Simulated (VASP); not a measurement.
Input of a VASP 6.6.1 run:

Contents of INCAR:

```
SYSTEM = Ge
ALGO = Normal ; EDIFF = 1E-7
ENCUT = 520 ; GGA = PE
ISIF = 2 ; ISMEAR = -1
LASPH = .TRUE. ; LCHARG = .FALSE.
LREAL = .FALSE. ; LWAVE = .FALSE.
NBANDS = 21 ; NELM = 100
PREC = Accurate ; SIGMA = 0.02
```

Contents of KPOINTS:

```
k-points
0
G
  8 8 8
  0 0 0
```

The input POSCAR:

```
Ge
1.0
    0.0000000000      2.8805995821      2.8805995821
    2.8805995821      0.0000000000      2.8805995821
    2.8805995821      2.8805995821      0.0000000000
Ge
2
Direct
    0.0000000000      0.0000000000      0.0000000000
    0.2500000000      0.2500000000      0.2500000000
```

Potentials or basis: VASP PAW PBE potentials, release 64 (Ge_d).

The run is started by

```sh
$ cat potpaw_PBE.64/Ge_d/POTCAR > POTCAR
$ mpirun -np 1 vasp_std > vasp.out
```

**Question.** Predict the pressure.

**Answer.** -0.1 GPa.

**Question.** Predict the band gap on the k mesh.

**Answer.** Zero (filled and empty bands touch).

Caveat: semilocal functionals underestimate gaps, and a narrow one can read as zero.

**What was measured.**

“Temperature-dependent photoluminescence in Ge: experiment and theory”, 2020, arxiv:2003.00143 reports, for a bulk crystal of Ge at 0 K: band gap 0.744 eV (indirect).

Measured gap of Ge: 0.744 eV (indirect; 0 K; “Temperature-dependent photoluminescence in Ge: experiment and theory”, 2020, arxiv:2003.00143). This calculation gives 0.00 eV (-0.74 eV). 3 values of this kind are on record (0.666 to 0.807 eV); this one was drawn at random among those near their median. Spin-orbit coupling on Ge is left out. The value is that of PBE on a finite k mesh, which can miss the band edges, without temperature or zero-point motion. Semilocal functionals fall short of measured gaps as a rule.
